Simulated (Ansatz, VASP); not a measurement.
**Two plane-wave programs on Li3HSe**

```
CELL_PARAMETERS angstrom
3.94439 0.00000 0.00000
0.00000 3.94439 0.00000
0.00000 0.00000 3.94439
ATOMIC_POSITIONS crystal
Li 0.00000 0.50000 0.50000
Li 0.50000 0.00000 0.50000
Li 0.50000 0.50000 0.00000
H 0.50000 0.50000 0.50000
Se 0.00000 0.00000 0.00000
```

Alike in both runs: functional PBE; k mesh 6 × 6 × 6; occupations gaussian, width 0.02 eV; no spin polarisation.

Ansatz relaxed the structure, and its values are those at the end. VASP's run is a single point on that final structure, the one shown.

|  | VASP | Ansatz |
| --- | --- | --- |
| version | VASP 6.6.1 | Ansatz 0.2.0 |
| potentials or method | VASP PAW PBE potentials, release 64 (Li_sv, H, Se), cutoff 520 eV | scalar-relativistic, plane waves, PAW |
| valence electrons in the cell | 16 | 26 |

Ansatz gave:

```
gap on the k mesh at the Fermi level (eV) : 3.43
least direct gap on the mesh (eV)         : 3.95
```

Q: Estimate VASP's values.

A: gap on the k mesh at the Fermi level (eV): 3.44; least direct gap on the mesh (eV): 3.96.

With one functional, cell and mesh, what is left measures potentials, basis and numerics. VASP's potentials hold 16 valence electrons a cell and Ansatz's 26, so a difference there can come from the potentials and not from the codes.

Noted on VASP's run: the cutoff is short for stress, so the pressure is rough.
